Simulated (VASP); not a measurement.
Wanted: the native input for a VASP 6.6.1 run.

```
Task                   : single point
Functional             : PBEsol
Potentials or basis    : VASP PAW PBE potentials, release 64 (F)
Cutoff                 : 520 eV
k mesh                 : 18 × 18 × 10
Occupations            : fermi-dirac, width 0.1 eV
Spin                   : no spin polarisation
Dipole correction      : no
Further INCAR settings : ALGO = Normal; EDIFF = 1e-06; NBANDS = 14
```

The structure of F lies in POSCAR:

```
F
1.0
    1.8425033899      0.0000000000      0.0000000000
   -0.9212516949      1.5956547422      0.0000000000
    0.0000000000      0.0000000000      2.6679758353
F
2
Direct
    0.3333333333      0.6666666667      0.2500000000
    0.6666666667      0.3333333333      0.7500000000
```

These files were run (other wordings do the same):

INCAR

```
SYSTEM = F
PREC = Accurate ; ENCUT = 520
EDIFF = 1E-6 ; ISMEAR = -1
SIGMA = 0.1 ; LREAL = .FALSE.
LASPH = .TRUE. ; NELM = 60
ALGO = Normal ; ISIF = 2
LWAVE = .FALSE. ; LCHARG = .FALSE.
GGA = PS ; NBANDS = 14
```

KPOINTS

```
regular mesh
0
G
  18 18 10
  0 0 0
```

Potentials or basis: VASP PAW PBE potentials, release 64 (F).

Run with:

```console
$ cat potpaw_PBE.64/F/POTCAR > POTCAR
$ mpirun -np 1 vasp_std > vasp.out
```

It gave:

The pressure is 526.3 GPa and the band gap on the k mesh is zero (bands 7 and 8 overlap by 5.10 eV).

Caveat: the cell stands under pressure; the PAW data sets were made with another functional, which shifts forces and pressure a little.

It took 30 s on 1 thread of Intel Xeon 8259CL, on a shared host, peak memory 0.12 GiB.
